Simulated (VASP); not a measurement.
Wanted: the native input for a VASP 6.6.1 run.

```
Task                   : single point
Functional             : r2SCAN
Potentials or basis    : VASP PAW PBE potentials, release 64 (Cu)
Cutoff                 : 520 eV
k mesh                 : 6 × 6 × 6
Occupations            : gaussian, width 0.1 eV
Spin                   : no spin polarisation
Dipole correction      : no
Further INCAR settings : ALGO = Normal; EDIFF = 1e-06; NBANDS = 12
```

Cu:

```
CELL_PARAMETERS angstrom
-1.44279 1.44279 1.37608
1.44279 -1.44279 1.37608
1.44279 1.44279 -1.37608
ATOMIC_POSITIONS crystal
Cu 0.00000 0.00000 0.00000
```

One way to write it, as run:

POSCAR

```
Cu
1.0
   -1.4427933200      1.4427933200      1.3760814500
    1.4427933200     -1.4427933200      1.3760814500
    1.4427933200      1.4427933200     -1.3760814500
Cu
1
Direct
    0.0000000000      0.0000000000      0.0000000000
```

INCAR.step1

```
SYSTEM = Cu
  PREC = Accurate
  ENCUT = 520
  ISMEAR = 0
  SIGMA = 0.1
  LREAL = .FALSE.
  LASPH = .TRUE.
  NELM = 100
  NBANDS = 12
  GGA = PE
  ALGO = Normal
  EDIFF = 1E-4
  LWAVE = .TRUE.
  LCHARG = .FALSE.
```

INCAR.step2

```
SYSTEM = Cu
  PREC = Accurate
  ENCUT = 520
  EDIFF = 1E-6
  ISMEAR = 0
  SIGMA = 0.1
  LREAL = .FALSE.
  LASPH = .TRUE.
  NELM = 100
  ALGO = Normal
  ISIF = 2
  LWAVE = .FALSE.
  LCHARG = .TRUE.
  METAGGA = R2SCAN
  LMIXTAU = .TRUE.
  LELF = .TRUE.
  LVHAR = .TRUE.
  NBANDS = 12
  ISTART = 1
```

KPOINTS

```
Automatic mesh
0
G
  6 6 6
  0 0 0
```

Potentials or basis: VASP PAW PBE potentials, release 64 (Cu).

Launch:

```bash
$ cat potpaw_PBE.64/Cu/POTCAR > POTCAR
$ cp INCAR.step1 INCAR
$ mpirun -np 1 vasp_std > vasp.out
$ cp INCAR.step2 INCAR
$ mpirun -np 1 vasp_std > vasp.out
```

Results of the run:

```json
{
 "Pressure": "1.5 GPa"
}
```

Caveat: the k points lie up to 0.53 Å⁻¹ apart; the PAW data sets were made with another functional, which shifts forces and pressure a little.

It took 30 s on 1 thread of AMD EPYC 7R43 64-Core Processor (Zen 3), on a shared host, peak memory 0.08 GiB.
